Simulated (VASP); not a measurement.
# BeGa18N18 (a cell with a defect) in VASP: single point with PBE

Aim: the single point of BeGa18N18 (a cell with a defect) with PBE.

Program: VASP 6.6.1. These are calculated values, not measurements. Logs are shortened: lines on timing, memory, paths and dates and some standing lists are left out, and cuts for length are marked.

## (1) The cell of the first run

The cell holds a defect, 37 atoms: a = 7.653 Å, b = 7.653 Å, c = 7.653 Å, α = 78.22°, β = 78.22°, γ = 78.22°.

## (2) Single point, PBE (with an interstitial atom, then relaxed in part)

INCAR reads:

```
SYSTEM = BeGa18N18
PREC = Accurate ; ENCUT = 520
EDIFF = 1E-6 ; ISMEAR = 0
SIGMA = 0.02 ; LREAL = Auto
LASPH = .True. ; NELM = 120
ALGO = Normal ; ISIF = 2
LWAVE = .False. ; LCHARG = .False.
GGA = PE ; NBANDS = 187
NELECT = 324.0 ; GGA_COMPAT = .False.
```

KPOINTS reads:

```
Automatic mesh
0
Gamma
  2 2 2
  0.5 0.5 0.5
```

POSCAR reads:

```
BeGa18N18
1.0
    0.0000000000     -5.5744824149      5.2430304722
    4.8276433843      2.7872412075      5.2430304722
   -4.8276433843      2.7872412075      5.2430304722
Ga N Be
18 18 1
Direct
    0.7740278514      0.4401319533      0.7734263442
    0.4449831973      0.4444082183      0.1076999241
    0.7740280252      0.7734628165      0.4400954569
    0.1083098494      0.4444149984      0.4443781098
    0.4406993624      0.7734563301      0.7734200767
    0.7747931886      0.1060685543      0.1060321852
    0.1066463472      0.7742047065      0.1060390486
    0.4449834345      0.1077366098      0.4443715350
    0.1066464746      0.1060754189      0.7741661019
    0.7197185121      0.3870170280      0.3869797073
    0.3875834464      0.3870072277      0.7191123935
    0.7202132964      0.7196351087      0.0521316404
    0.0508644983      0.4171755692      0.0502411115
    0.3875845793      0.7191482584      0.3869710710
    0.7202135117      0.0521688027      0.7195975100
    0.0527447350      0.7196417909      0.7196040580
    0.4177747971      0.0502829623      0.0502456579
    0.0508642922      0.0502780562      0.4171358457
    0.5688243616      0.2336113386      0.5682075186
    0.2251202016      0.2245327672      0.9226487348
    0.5688244202      0.5682447738      0.2335739481
    0.9232791074      0.2245286082      0.2244908491
    0.2341881988      0.5682492802      0.5682121192
    0.5712746254      0.8968422969      0.8968050341
    0.8974205636      0.5706916252      0.8968088436
    0.2251195020      0.9226879060      0.2244942846
    0.8974207906      0.8968462897      0.5706536347
    0.8460471840      0.5100409804      0.5100046104
    0.5106095399      0.5100392877      0.8454402558
    0.8453010936      0.8447264691      0.1779319297
    0.1828475077      0.5177802669      0.1822399946
    0.5106094238      0.8454768926      0.5100028300
    0.8453011084      0.1779686282      0.8446896272
    0.1785417911      0.8447273222      0.8446905527
    0.5183651921      0.1822756551      0.1822387357
    0.1828473322      0.1822767096      0.5177422084
    0.1114919376      0.1109104317      0.1108712332
```

Potentials or basis: VASP PAW PBE potentials, release 64 (Ga_d, N, Be).

Command:

```sh
$ cat potpaw_PBE.64/Ga_d/POTCAR potpaw_PBE.64/N/POTCAR potpaw_PBE.64/Be/POTCAR > POTCAR
$ mpirun -np 1 vasp_std > vasp.out
```

OUTCAR:

```text
SYSTEM = BeGa18N18
   PREC = Accurate
   ENCUT = 520
   EDIFF = 1E-6
   ISMEAR = 0
   LREAL = Auto
   LASPH = .True.
   NELM = 120
   ISIF = 2
   GGA = PE
   NELECT = 324.0

 ion  position               nearest neighbor table
   1  0.774  0.440  0.773-  33 1.96  29 1.97  28 1.97  25 1.98
   2  0.445  0.444  0.108-  29 1.95  21 1.96  35 1.97  31 1.97
   3  0.774  0.773  0.440-  30 1.96  32 1.97  28 1.97  27 1.98
   4  0.108  0.444  0.444-  28 1.95  23 1.96  36 1.97  31 1.97
   5  0.441  0.773  0.773-  34 1.96  29 1.97  32 1.97  24 1.98
   6  0.775  0.106  0.106-  35 1.93  30 1.96  33 1.96  22 2.03  37 2.59
   7  0.107  0.774  0.106-  31 1.93  30 1.96  34 1.96  26 2.03  37 2.59
   8  0.445  0.108  0.444-  32 1.95  19 1.96  35 1.97  36 1.97
   9  0.107  0.106  0.774-  36 1.93  33 1.96  34 1.96  20 2.03  37 2.59
  10  0.720  0.387  0.387-  28 1.95  21 1.97  19 1.97  22 2.14
  11  0.388  0.387  0.719-  29 1.95  23 1.97  19 1.97  20 2.14
  12  0.720  0.720  0.052-  24 1.95  25 1.95  21 1.96  30 1.97
  13  0.051  0.417  0.050-  25 1.89  31 1.92  22 2.04  20 2.04  37 2.26
  14  0.388  0.719  0.387-  32 1.95  23 1.97  21 1.97  26 2.14
  15  0.720  0.052  0.720-  24 1.95  27 1.95  19 1.96  33 1.97
  16  0.053  0.720  0.720-  27 1.95  25 1.95  23 1.96  34 1.97
  17  0.418  0.050  0.050-  24 1.89  35 1.92  26 2.04  20 2.04  37 2.26
[... 4 lines left out ...]
  22  0.923  0.225  0.224-  37 1.69   6 2.03  18 2.04  13 2.04  10 2.14
  23  0.234  0.568  0.568-   4 1.96  16 1.96  14 1.97  11 1.97
  24  0.571  0.897  0.897-  17 1.89  12 1.95  15 1.95   5 1.98
  25  0.897  0.571  0.897-  13 1.89  12 1.95  16 1.95   1 1.98
  26  0.225  0.923  0.224-  37 1.70   7 2.03  18 2.04  17 2.04  14 2.14
  27  0.897  0.897  0.571-  18 1.89  15 1.95  16 1.95   3 1.98
  28  0.846  0.510  0.510-  10 1.95   4 1.95   1 1.97   3 1.97
  29  0.511  0.510  0.845-  11 1.95   2 1.95   5 1.97   1 1.97
  30  0.845  0.845  0.178-   6 1.96   7 1.96   3 1.96  12 1.97
  31  0.183  0.518  0.182-  13 1.92   7 1.93   2 1.97   4 1.97
  32  0.511  0.845  0.510-  14 1.95   8 1.95   5 1.97   3 1.97
  33  0.845  0.178  0.845-   6 1.96   9 1.96   1 1.96  15 1.97
  34  0.179  0.845  0.845-   9 1.96   7 1.96   5 1.96  16 1.97
  35  0.518  0.182  0.182-  17 1.92   6 1.93   2 1.97   8 1.97
  36  0.183  0.182  0.518-  18 1.92   9 1.93   8 1.97   4 1.97
  37  0.111  0.111  0.111-  22 1.69  20 1.70  26 1.70  18 2.26  13 2.26  17 2.26   6 2.59   7 2.59
                             9 2.59

  LATTYP: Found a trigonal (rhomboedric) cell.
 ALAT       =     7.6527264897
 COS(alpha) =     0.2040826443

  Lattice vectors:

 A1 = (   0.0000000000,  -5.5744824149,   5.2430304722)
 A2 = (   4.8276433843,   2.7872412075,   5.2430304722)
 A3 = (  -4.8276433843,   2.7872412075,   5.2430304722)

Analysis of symmetry for initial positions (statically):
=====================================================================
 Subroutine PRICEL returns:
 Original cell was already a primitive cell.

 Routine SETGRP: Setting up the symmetry group for a
[... 184 lines left out ...]
   EFERMI =   0.00;   METHOD = LEGACY
   ISMEAR =     0;   SIGMA  =   0.02  broadening in eV -4-tet -1-fermi 0-gaus
   EFERMI_NEDOS =   21; number of points for ismear=-14 and -15
   IALGO  =     38    algorithm
   IMIX   =      4    mixing-type and parameters
     AMIX     =   0.40;   BMIX     =  1.00
     AMIX_MAG =   1.60;   BMIX_MAG =  1.00
  volume/ion in A,a.u.               =      11.44        77.20
  Fermi-wavevector in a.u.,A,eV,Ry     =   1.497529  2.829920 30.512351  2.242595
  Thomas-Fermi vector in A             =   2.609406
   LORBIT       =      0    0 simple, 1 ext, 2 COOP (PROOUT), +10 PAW based schemes
   GGA     = PE    functional components
   LHFCALC =     F    Hartree Fock is set to
   AEXX    =    0.0000 exact exchange contribution
   IVDW    =     0    specifies the selected vdW correction
   LEPSILON=     F    determine dielectric tensor
   LRPA    =     F    only Hartree local field effects (RPA)
 non-spin polarized calculation
 Gauss-broadening in eV      SIGMA  =   0.02
  energy-cutoff  :      520.00
  volume of cell :      423.30
 maximum number of plane-waves:     11401
 NGX is ok and might be reduce to    60
   NGX = 29   NGY = 29   NGZ = 29

 number of electron     323.9999983 magnetization

 Free energy of the ion-electron system (eV)
  ---------------------------------------------------
  ext. energy  EPLUGINS =         0.00000000
  ---------------------------------------------------
  free energy    TOTEN  =      -234.36808331 eV

  energy without entropy =     -234.36808331  energy(sigma->0) =     -234.36808331

 E-fermi :   5.0578     XC(G=0): -11.5271

 val. band max:        4.9554651614   @ k =   0.2500   0.2500   0.2500
 cond. band min:       7.9385665758   @ k =   0.2500   0.2500   0.2500
 fundamental gap:      2.9831014144
 Fermi energy:         5.0577979104

 k-point     1 :       0.2500    0.2500    0.2500
  band No.  band energies     occupation
      1     -10.6174      2.00000
      2     -10.0951      2.00000
      3     -10.0524      2.00000
      4     -10.0523      2.00000
      5      -9.9951      2.00000
      6      -9.8607      2.00000
[... 520 lines left out ...]
    173      10.5743      0.00000
    174      10.6733      0.00000
 [bands above 174 left out]

------------------------ aborting loop because EDIFF is reached ----------------------------------------

  FORCE on cell =-STRESS in cart. coord.  units (eV):
  Direction    XX          YY          ZZ          XY          YZ          ZX
  --------------------------------------------------------------------------------------
  -------------------------------------------------------------------------------------
  Total      -15.4584852    -15.4649356    -10.4863156      0.0000000      0.0002474      0.0000000
  in kB      -58.5105458    -58.5349605    -39.6908263      0.0000000      0.0009364      0.0000000
  external PRESSURE =     -52.2454442 kB  Pullay stress =       0.0000000 kB

 VOLUME and BASIS-vectors are now :
 -----------------------------------------------------------------------------
  energy-cutoff  :      520.00
  volume of cell :      423.30
      direct lattice vectors                 reciprocal lattice vectors
     0.000000000 -5.574482415  5.243030472     0.000000000 -0.119592568  0.063576463
     4.827643384  2.787241208  5.243030472     0.103570202  0.059796284  0.063576463
    -4.827643384  2.787241208  5.243030472    -0.103570202  0.059796284  0.063576463

 POSITION                                       TOTAL-FORCE (eV/Angst)
 -----------------------------------------------------------------------------------
     -1.60903     -0.93232     10.42097         0.003471      0.002597     -0.006723
      1.62551     -0.94169      5.22778         0.006702     -0.004800      0.004917
      1.60938     -0.93233     10.42098        -0.003471      0.002597     -0.006723
      0.00018      1.87351      5.22784         0.000000      0.008327      0.005380
      0.00018      1.85485     10.42092         0.000000     -0.002879     -0.005962
      0.00018     -3.72790      5.17431         0.000000      0.005436     -0.020947
[... 29 lines left out ...]
     -1.61951      0.93184      4.62889         0.000215     -0.000222     -0.006691
      0.00019     -0.00335      1.74736         0.000000     -0.001236     -0.011672
 -----------------------------------------------------------------------------------
    total drift:                                0.140789      0.002366     -0.003967

  FREE ENERGIE OF THE ION-ELECTRON SYSTEM (eV)
  ---------------------------------------------------
  free  energy   TOTEN  =      -234.3680833142 eV

  energy  without entropy=     -234.3680833142  energy(sigma->0) =     -234.36808331
```

OSZICAR:

```text
N       E                     dE             d eps       ncg     rms          rms(c)
DAV:   1     0.579886068295E+04    0.57989E+04   -0.12202E+05  1186   0.321E+03
DAV:   2     0.132869534922E+04   -0.44702E+04   -0.42665E+04  1122   0.950E+02
DAV:   3    -0.487776207416E+02   -0.13775E+04   -0.13012E+04  1362   0.325E+02
[... 11 lines left out ...]
DAV:  15    -0.234368054437E+03   -0.23769E-04   -0.70483E-04  1524   0.234E-01    0.366E-02
DAV:  16    -0.234368072439E+03   -0.18001E-04   -0.33523E-04  1724   0.119E-01    0.707E-03
DAV:  17    -0.234368081080E+03   -0.86418E-05   -0.95374E-05  1244   0.547E-02    0.465E-03
DAV:  18    -0.234368082362E+03   -0.12811E-05   -0.14281E-05  1180   0.399E-02    0.335E-03
DAV:  19    -0.234368083314E+03   -0.95265E-06   -0.60729E-06  1076   0.165E-02
   1 F= -.23436808E+03 E0= -.23436808E+03  d E =-.240465E-13
```

stdout:

```text
POSCAR found type information on POSCAR GaN Be
 POSCAR found :  3 types and      37 ions
 scaLAPACK will be used
 LDA part: xc-table for (Slater+PW92), standard interpolation
 POSCAR, INCAR and KPOINTS ok, starting setup
 FFT: planning ... GRIDC
 FFT: planning ... GRID_SOFT
 FFT: planning ... GRID
 WAVECAR not read
 entering main loop
 the old and the new charge density differ
 old charge density:   326.00000 new  324.00000
    0.318E+01
```

It took 18 min on 1 thread of Intel Xeon 8259CL, shared host; peak memory 0.58 GiB.

Results:

```
Free energy   : -234.3681 eV
Largest force : 0.040 eV/Å
```

Forces on the atoms (eV/Å):
```
Ga   0.003  0.003 -0.007
Ga   0.007 -0.005  0.005
Ga  -0.003  0.003 -0.007
Ga   0.000  0.008  0.005
Ga   0.000 -0.003 -0.006
Ga   0.000  0.005 -0.021
Ga  -0.005 -0.003 -0.022
Ga  -0.007 -0.005  0.005
Ga   0.005 -0.003 -0.022
Ga   0.000  0.013  0.008
Ga   0.013 -0.007  0.009
Ga   0.000  0.000 -0.005
Ga   0.031  0.018  0.018
Ga  -0.013 -0.007  0.009
Ga   0.000  0.000 -0.005
Ga   0.000  0.000 -0.005
Ga   0.000 -0.035  0.017
Ga  -0.031  0.018  0.018
N   -0.004 -0.002 -0.005
N    0.013 -0.008  0.005
N    0.004 -0.002 -0.005
N    0.000  0.017  0.005
N    0.000  0.005 -0.005
N    0.000  0.011  0.006
N   -0.010 -0.006  0.007
N   -0.013 -0.008  0.005
N    0.010 -0.006  0.007
N    0.000 -0.006  0.001
N   -0.006  0.003  0.000
N    0.003 -0.002  0.005
N    0.000  0.000 -0.007
N    0.006  0.003  0.000
N   -0.003 -0.002  0.005
N    0.000  0.004  0.005
N    0.000  0.000 -0.006
N    0.000  0.000 -0.007
Be   0.000 -0.001 -0.012
```

Caveat: the cell carries a net charge on a neutralising background, which shifts energy and pressure; the cell differs from its parent crystal (with an interstitial atom, then relaxed in part); the cell is charged against a uniform background, so pressure and absolute levels hang on convention.
